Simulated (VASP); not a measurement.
# InSe (R3m) in VASP: a series of runs

The runs below take InSe through single point, with PBEsol.

Everything below comes from runs of VASP 6.6.1. Logs are shortened: lines on timing, memory, paths and dates and some standing lists are left out, and cuts for length are marked.

**1. The cell of the first run**

The structure is trigonal, space group R3m (No. 160). Conventional cell: a = 3.987 Å, b = 3.987 Å, c = 24.867 Å, α = 90.00°, β = 90.00°, γ = 120.00°. Within 3.5 Å of In (site symmetry 3m) lie 3 Se at 2.63 Å and 1 In at 2.79 Å. In (site symmetry 3m) has 3 Se at 2.63 Å and 1 In at 2.79 Å within 3.5 Å. Se (site symmetry 3m) has 3 In at 2.63 Å within 3.5 Å. Se (site symmetry 3m) has 3 In at 2.63 Å within 3.5 Å.

**2. Single point, PBEsol (28.52 Å³/atom)**

INCAR reads:

```
ALGO     = Normal         # electronic algorithm
EDIFF    = 1E-6           # SCF threshold, eV
ENCUT    = 520            # plane-wave cutoff, eV
GGA      = PS             # functional
ISIF     = 2              # what is computed and relaxed
ISMEAR   = -1             # smearing method
LASPH    = True           # aspherical terms in the spheres
LCHARG   = True           # write CHGCAR
LELF     = True           # ELF
LREAL    = False          # projectors in reciprocal space
LVHAR    = True         
LWAVE    = False          # write WAVECAR
NBANDS   = 27             # bands
NELM     = 100            # most SCF steps
PREC     = Accurate       # precision mode
SIGMA    = 0.01           # smearing width, eV
```

KPOINTS reads:

```
k-points
0
Gamma
  7 7 7
```

POSCAR reads:

```
InSe
1.0
    1.9933106383      1.1508384336      8.2888548424
   -1.9933106383      1.1508384336      8.2888548424
    0.0000000000     -2.3016768672      8.2888548424
In Se
2 2
Direct
    0.0000000000      0.0000000000      0.0000000000
    0.1122000000      0.1122000000      0.1122000000
    0.6155000000      0.6155000000      0.6155000000
    0.8300000000      0.8300000000      0.8300000000
```

Potentials or basis: VASP PAW PBE potentials, release 64 (In_d, Se).

Launch:

```console
> cat potpaw_PBE.64/In_d/POTCAR potpaw_PBE.64/Se/POTCAR > POTCAR
> mpirun -np 1 vasp_std > vasp.out
```

OUTCAR:

```text
EDIFF = 1E-6
   ENCUT = 520
   GGA = PS
   ISIF = 2
   ISMEAR = -1
   LASPH = True
   LREAL = False
   NELM = 100
   PREC = Accurate

 ion  position               nearest neighbor table
   1  0.000  0.000  0.000-   3 2.63   3 2.63   3 2.63   2 2.79
   2  0.112  0.112  0.112-   4 2.63   4 2.63   4 2.63   1 2.79
   3  0.615  0.615  0.615-   1 2.63   1 2.63   1 2.63
   4  0.830  0.830  0.830-   2 2.63   2 2.63   2 2.63

  LATTYP: Found a trigonal (rhomboedric) cell.
 ALAT       =     8.6024898140
 COS(alpha) =     0.8926179648

  Lattice vectors:

 A1 = (   1.9933106383,   1.1508384336,   8.2888548424)
 A2 = (  -1.9933106383,   1.1508384336,   8.2888548424)
 A3 = (   0.0000000000,  -2.3016768672,   8.2888548424)

Analysis of symmetry for initial positions (statically):
=====================================================================
 Subroutine PRICEL returns:
 Original cell was already a primitive cell.

 Routine SETGRP: Setting up the symmetry group for a
 trigonal (rhombohedral) supercell.

 Subroutine GETGRP returns: Found  6 space group operations
 (whereof  6 operations were pure point group operations)
 out of a pool of 12 trial point group operations.

The static configuration has the point symmetry C_3v.

Analysis of symmetry for dynamics (positions and initial velocities):
=====================================================================
 Subroutine PRICEL returns:
 Original cell was already a primitive cell.

 Routine SETGRP: Setting up the symmetry group for a
 trigonal (rhombohedral) supercell.

 Subroutine GETGRP returns: Found  6 space group operations
 (whereof  6 operations were pure point group operations)
 out of a pool of 12 trial point group operations.

The dynamic configuration has the point symmetry C_3v.

 Subroutine INISYM returns: Found  6 space group operations
 (whereof  6 operations are pure point group operations),
 and found     1 'primitive' translations

----------------------------------------------------------------------------------------

                                     Primitive cell

  volume of cell :     114.0867

  direct lattice vectors                    reciprocal lattice vectors
     1.993310638  1.150838434  8.288854842     0.250838976  0.144821951  0.040214642
    -1.993310638  1.150838434  8.288854842    -0.250838976  0.144821951  0.040214642
     0.000000000 -2.301676867  8.288854842     0.000000000 -0.289643901  0.040214642

  length of vectors
     8.602489814  8.602489814  8.602489814     0.292422309  0.292422309  0.292422309

  position of ions in fractional coordinates (direct lattice)
     0.000000000  0.000000000  0.000000000
     0.112200000  0.112200000  0.112200000
     0.615500000  0.615500000  0.615500000
     0.830000000  0.830000000  0.830000000

  ion indices of the primitive-cell ions
   primitive index   ion index
                 1           1
                 2           2
                 3           3
                 4           4

----------------------------------------------------------------------------------------

 KPOINTS: k-points

Automatic generation of k-mesh.
 Grid dimensions read from file:
 generate k-points for:    7    7    7

 Generating k-lattice:

  Cartesian coordinates                     Fractional coordinates (reciprocal lattice)
     0.035834139  0.020688850  0.005744949     0.142857143  0.000000000 -0.000000000
    -0.035834139  0.020688850  0.005744949     0.000000000  0.142857143 -0.000000000
     0.000000000 -0.041377700  0.005744949    -0.000000000 -0.000000000  0.142857143

  Length of vectors
     0.041774616  0.041774616  0.041774616

  Shift w.r.t. Gamma in fractional coordinates (k-lattice)
     0.000000000  0.000000000  0.000000000

 Subroutine IBZKPT returns following result:
 ===========================================

 Found     44 irreducible k-points:

 Following reciprocal coordinates:
            Coordinates               Weight
  0.000000  0.000000  0.000000      1.000000
  0.142857  0.000000 -0.000000      6.000000
  0.285714 -0.000000  0.000000      6.000000
  0.428571  0.000000  0.000000      6.000000
  0.142857  0.142857 -0.000000      6.000000
  0.285714  0.142857 -0.000000     12.000000
[... 16 lines left out ...]
  0.285714  0.285714  0.142857      6.000000
  0.428571  0.285714  0.142857     12.000000
 [... further k-points ...]
   k-points           NKPTS =     44   k-points in BZ     NKDIM =     44   number of bands    NBANDS=     27
   number of dos      NEDOS =    301   number of ions     NIONS =      4
   total plane-waves  NPLWV = 262144
   dimension x,y,z NGX =    64 NGY =   64 NGZ =   64
   dimension x,y,z NGXF=   128 NGYF=  128 NGZF=  128
   ions per type =               2   2
   NGX,Y,Z   is equivalent  to a cutoff of  12.37, 12.37, 12.37 a.u.
   NGXF,Y,Z  is equivalent  to a cutoff of  24.74, 24.74, 24.74 a.u.
 SYSTEM =  unknown system
   PREC   = accura    normal or accurate (medium, high low for compatibility)
   ISTART =      0    job   : 0-new  1-cont  2-samecut
   ICHARG =      2    charge: 1-file 2-atom 10-const
   ISPIN  =      1    spin polarized calculation?
   LNONCOLLINEAR =      F non collinear calculations
   LSORBIT =      F    spin-orbit coupling
   LASPH  =      T    aspherical Exc in radial PAW
   ENCUT  =  520.0 eV  38.22 Ry    6.18 a.u.  15.99 15.99 15.99*2*pi/ulx,y,z
   NELM   =    100;   NELMIN=  2; NELMDL= -5     # of ELM steps
   EDIFF  = 0.1E-05   stopping-criterion for ELM
   LREAL  =      F    real-space projection
   EDIFFG = 0.1E-04   stopping-criterion for IOM
   NSW    =      0    number of steps for IOM
   IBRION =     -1    ionic relax: 0-MD 1-quasi-New 2-CG
   NFREE  =      0    steps in history (QN), initial steepest desc. (CG)
   ISIF   =      2    stress and relaxation
   ISYM   =      2    0-nonsym 1-usesym 2-fastsym
   POTIM  = 0.5000    time-step for ionic-motion
   TEBEG  =    0.0;   TEEND  =   0.0 temperature during run
   PSTRESS=    0.0 pullay stress
   NELECT =      38.0000    total number of electrons
   NUPDOWN=      -1.0000    fix difference up-down
   EMIN   =  10.00;   EMAX   =-10.00  energy-range for DOS
   EFERMI =   0.00;   METHOD = LEGACY
   ISMEAR =    -1;   SIGMA  =   0.01  broadening in eV -4-tet -1-fermi 0-gaus
   EFERMI_NEDOS =   21; number of points for ismear=-14 and -15
   IALGO  =     38    algorithm
   IMIX   =      4    mixing-type and parameters
     AMIX     =   0.40;   BMIX     =  1.00
     AMIX_MAG =   1.60;   BMIX_MAG =  1.00
  volume/ion in A,a.u.               =      28.52       192.47
  Fermi-wavevector in a.u.,A,eV,Ry     =   1.134813  2.144486 17.521592  1.287801
  Thomas-Fermi vector in A             =   2.271517
   LORBIT       =      0    0 simple, 1 ext, 2 COOP (PROOUT), +10 PAW based schemes
   GGA     = PS    functional components
   LHFCALC =     F    Hartree Fock is set to
   AEXX    =    0.0000 exact exchange contribution
   IVDW    =     0    specifies the selected vdW correction
   LEPSILON=     F    determine dielectric tensor
   LRPA    =     F    only Hartree local field effects (RPA)
 non-spin polarized calculation
  energy-cutoff  :      520.00
  volume of cell :      114.09
 maximum number of plane-waves:      3097
   NGX = 31   NGY = 31   NGZ = 31

 number of electron      37.9999994 magnetization

 Free energy of the ion-electron system (eV)
  ---------------------------------------------------
  ext. energy  EPLUGINS =         0.00000000
  ---------------------------------------------------
  free energy    TOTEN  =       -15.58788433 eV

  energy without entropy =      -15.58788433  energy(sigma->0) =      -15.58788433

 E-fermi :   4.3569     XC(G=0):  -9.2261

 val. band max:        4.0836262768   @ k =  -0.4286   0.4286   0.4286
 cond. band min:       4.7654703787   @ k =   0.4286   0.4286   0.4286
 fundamental gap:      0.6818441019
 Fermi energy:         4.3569453409

 k-point     1 :       0.0000    0.0000    0.0000
  band No.  band energies     occupation
      1     -10.5500      2.00000
      2     -10.3595      2.00000
      3     -10.3595      2.00000
      4     -10.2768      2.00000
      5     -10.2768      2.00000
      6     -10.2589      2.00000
[... 19 lines left out ...]
     26       9.6501      0.00000
     27      11.7464      0.00000

 k-point     2 :       0.1429    0.0000   -0.0000
  band No.  band energies     occupation
      1     -10.5590      2.00000
      2     -10.4387      2.00000
      3     -10.3705      2.00000
      4     -10.3557      2.00000
      5     -10.2647      2.00000
      6     -10.2616      2.00000
[... 19 lines left out ...]
     26      10.1043      0.00000
     27      11.1778      0.00000

 k-point     3 :       0.2857   -0.0000    0.0000
  band No.  band energies     occupation
      1     -10.6395      2.00000
      2     -10.5145      2.00000
      3     -10.4840      2.00000
      4     -10.3528      2.00000
      5     -10.2780      2.00000
      6     -10.2277      2.00000
[... 19 lines left out ...]
     26      10.7406      0.00000
     27      11.1741      0.00000

 k-point     4 :       0.4286    0.0000    0.0000
  band No.  band energies     occupation
      1     -10.7136      2.00000
      2     -10.6010      2.00000
      3     -10.4804      2.00000
      4     -10.3539      2.00000
      5     -10.2883      2.00000
      6     -10.2012      2.00000
[... 19 lines left out ...]
     26      10.6571      0.00000
     27      11.1718      0.00000
[... 516 lines left out ...]
      4     -10.3529      2.00000
      5     -10.2780      2.00000
      6     -10.2276      2.00000
[... 19 lines left out ...]
     26      10.7215      0.00000
     27      11.0646      0.00000

 k-point    23 :       0.2857    0.2857    0.1429
  band No.  band energies     occupation
      1     -10.5575      2.00000
      2     -10.4342      2.00000
      3     -10.3776      2.00000
      4     -10.3560      2.00000
      5     -10.2647      2.00000
      6     -10.2614      2.00000
[... 19 lines left out ...]
     26      10.0794      0.00000
     27      11.4352      0.00000

 k-point    24 :       0.4286    0.2857    0.1429
  band No.  band energies     occupation
      1     -10.6023      2.00000
      2     -10.4924      2.00000
      3     -10.4754      2.00000
      4     -10.3562      2.00000
      5     -10.2703      2.00000
      6     -10.2403      2.00000
[... 19 lines left out ...]
     26      10.7271      0.00000
     27      11.2845      0.00000

 [... further k-points ...]

------------------------ aborting loop because EDIFF is reached ----------------------------------------

  FORCE on cell =-STRESS in cart. coord.  units (eV):
  Direction    XX          YY          ZZ          XY          YZ          ZX
  --------------------------------------------------------------------------------------
  -------------------------------------------------------------------------------------
  Total        0.7582618      0.7582618      0.3066836      0.0000000      0.0000000      0.0000000
  in kB       10.6486523     10.6486523      4.3069123      0.0000000      0.0000000      0.0000000
  external PRESSURE =       8.5347390 kB  Pullay stress =       0.0000000 kB

 VOLUME and BASIS-vectors are now :
 -----------------------------------------------------------------------------
  energy-cutoff  :      520.00
  volume of cell :      114.09
      direct lattice vectors                 reciprocal lattice vectors
     1.993310638  1.150838434  8.288854842     0.250838976  0.144821951  0.040214642
    -1.993310638  1.150838434  8.288854842    -0.250838976  0.144821951  0.040214642
     0.000000000 -2.301676867  8.288854842     0.000000000 -0.289643901  0.040214642

 POSITION                                       TOTAL-FORCE (eV/Angst)
 -----------------------------------------------------------------------------------
      0.00000      0.00000      0.00000         0.000000     -0.000000      0.211714
      0.00000      0.00000      2.79003         0.000000      0.000000     -0.210392
      0.00000      0.00000     15.30537         0.000000      0.000000     -0.103889
      0.00000      0.00000     20.63925         0.000000     -0.000000      0.102567
 -----------------------------------------------------------------------------------
    total drift:                                0.000000      0.000000      0.000218

  FREE ENERGIE OF THE ION-ELECTRON SYSTEM (eV)
  ---------------------------------------------------
  free  energy   TOTEN  =       -15.5878843328 eV

  energy  without entropy=      -15.5878843328  energy(sigma->0) =      -15.58788433
```

Run time: 4.8 min. Hardware: 1 thread of Intel Xeon 6975P-C (Granite Rapids), shared host; peak memory 0.58 GiB.

What came out:

- Free energy: -15.5879 eV
- Pressure: 0.9 GPa
- Largest force: 0.212 eV/Å
- Band gap on the k mesh: 0.68 eV (least direct gap 0.71 eV)

Forces on the atoms (eV/Å):
```
In   0.000  0.000  0.212
In   0.000  0.000 -0.210
Se   0.000  0.000 -0.104
Se   0.000  0.000  0.103
```

Caveat: the PAW data sets were made with another functional, which shifts forces and pressure a little; spin-orbit coupling is left out, which moves the levels of the heavy elements; an odd mesh through Γ misses points on the zone boundary, where band edges can lie.

**3. Single point, PBEsol (29.10 Å³/atom)**

This run uses another cell than the first one, of 29.10 Å³/atom.

INCAR reads:

```
PREC = Accurate ; ENCUT = 520
EDIFF = 1E-6 ; ISMEAR = -1
SIGMA = 0.01 ; LREAL = False
LASPH = True ; NELM = 100
ALGO = Normal ; ISIF = 2
LWAVE = False ; LCHARG = True
GGA = PS ; LELF = True
LVHAR = True ; NBANDS = 27
```

KPOINTS reads:

```
regular mesh
0
Gamma
  7 7 7
```

POSCAR reads:

```
InSe
1.0
    2.0066442162      1.1585365784      8.3443003359
   -2.0066442162      1.1585365784      8.3443003359
    0.0000000000     -2.3170731568      8.3443003359
In Se
2 2
Direct
    0.0000000000      0.0000000000      0.0000000000
    0.1122000000      0.1122000000      0.1122000000
    0.6155000000      0.6155000000      0.6155000000
    0.8300000000      0.8300000000      0.8300000000
```

Potentials or basis: VASP PAW PBE potentials, release 64 (In_d, Se).

Launch:

```console
> cat potpaw_PBE.64/In_d/POTCAR potpaw_PBE.64/Se/POTCAR > POTCAR
> mpirun -np 1 vasp_std > vasp.out
```

It took 4.8 min on 1 thread of Intel Xeon 6975P-C (Granite Rapids), shared host; peak memory 0.58 GiB.

Results (log left out):

```
Free energy            : -15.5930 eV
Pressure               : -0.2 GPa
Largest force          : 0.133 eV/Å
Band gap on the k mesh : 0.64 eV (least direct gap 0.68 eV)
```

Forces in eV/Å, atoms in the order of the input:
```
In   0.000  0.000  0.133
In   0.000  0.000 -0.133
Se   0.000  0.000  0.045
Se   0.000  0.000 -0.045
```

Stress tensor (GPa, compression positive):
```
-0.02  0.00  0.00
 0.00 -0.02  0.00
 0.00  0.00 -0.57
```

Levels at points of the mesh, in eV from the valence-band top:
| k point | band 17 | band 18 | band 19 | band 20 | band 21 | band 22 |
| --- | --- | --- | --- | --- | --- | --- |
| (0.00, 0.00, 0.00) | -1.18 | -1.05 | -1.05 | 1.83 | 2.12 | 4.46 |

Caveat: the PAW data sets were made with another functional, which shifts forces and pressure a little; spin-orbit coupling is left out, which moves the levels of the heavy elements; an odd mesh through Γ misses points on the zone boundary, where band edges can lie.

**4. Single point, PBEsol (29.39 Å³/atom)**

This run uses another cell than the first one, of 29.39 Å³/atom.

INCAR reads:

```
PREC     = Accurate       # precision mode
ENCUT    = 520            # plane-wave cutoff, eV
EDIFF    = 1E-7           # SCF threshold, eV
ISMEAR   = -1             # smearing method
SIGMA    = 0.01           # smearing width, eV
LREAL    = False          # projectors in reciprocal space
LASPH    = True           # aspherical terms in the spheres
NELM     = 80             # most SCF steps
ALGO     = Normal         # electronic algorithm
ISIF     = 2              # what is computed and relaxed
LWAVE    = False          # write WAVECAR
LCHARG   = True           # write CHGCAR
GGA      = PS             # functional
LELF     = True           # ELF
LVHAR    = True         
NBANDS   = 27             # bands
```

KPOINTS is that of step 3.

POSCAR reads:

```
InSe
1.0
    2.0132450671      1.1623475815      8.3717488899
   -2.0132450671      1.1623475815      8.3717488899
    0.0000000000     -2.3246951629      8.3717488899
In Se
2 2
Direct
    0.0000000000      0.0000000000      0.0000000000
    0.1122000000      0.1122000000      0.1122000000
    0.6155000000      0.6155000000      0.6155000000
    0.8300000000      0.8300000000      0.8300000000
```

Launch:

```console
> cat potpaw_PBE.64/In_d/POTCAR potpaw_PBE.64/Se/POTCAR > POTCAR
> mpirun -np 1 vasp_std > vasp.out
```

Wall time 6.7 min (1 thread of Intel Xeon 6975P-C (Granite Rapids), shared host); peak memory 0.67 GiB.

Results (log left out):

```yaml
Free_energy: -15.5901 eV
Pressure: -0.7 GPa
Largest_force: 0.116 eV/Å
Band_gap_on_the_k_mesh: 0.62 eV (least direct gap 0.66 eV)
```

Forces on the atoms (eV/Å):
```
In   0.000  0.000  0.096
In   0.000  0.000 -0.096
Se   0.000  0.000  0.116
Se   0.000  0.000 -0.115
```

Stress tensor (GPa, compression positive):
```
-0.51  0.00  0.00
 0.00 -0.51  0.00
 0.00  0.00 -1.02
```

Levels at points of the mesh, in eV from the valence-band top:
```csv
k point,band 15,band 16,band 17,band 18,band 19,band 20,band 21,band 22,band 23,band 24
"(0.00, 0.00, 0.00)",-1.43,-1.17,-1.17,-1.04,-1.04,1.81,2.10,4.45,4.45,5.17
```

Caveat: the PAW data sets were made with another functional, which shifts forces and pressure a little; spin-orbit coupling is left out, which moves the levels of the heavy elements; an odd mesh through Γ misses points on the zone boundary, where band edges can lie.

**5. The runs side by side**

| cell | gap on the mesh (eV) | pressure (GPa) | largest force (eV/Å) |
| --- | --- | --- | --- |
| a = 8.602 Å, angles 26.8°, 4 atoms | 0.68 | 0.9 | 0.21 |
| a = 8.660 Å, angles 26.8°, 4 atoms | 0.64 | -0.2 | 0.13 |
| a = 8.689 Å, angles 26.8°, 4 atoms | 0.62 | -0.7 | 0.12 |

Alike in all rows: task single point; level PBEsol; potentials or basis VASP PAW PBE potentials, release 64 (In_d, Se); no spin polarisation; k mesh 7 × 7 × 7; cutoff (eV) 520; smearing fermi-dirac 0.01 eV.

Caveats: the PAW data sets were made with another functional, which shifts forces and pressure a little; spin-orbit coupling is left out, which moves the levels of the heavy elements; an odd mesh through Γ misses points on the zone boundary, where band edges can lie.

Absolute energies hang on the potentials; compare differences alone.
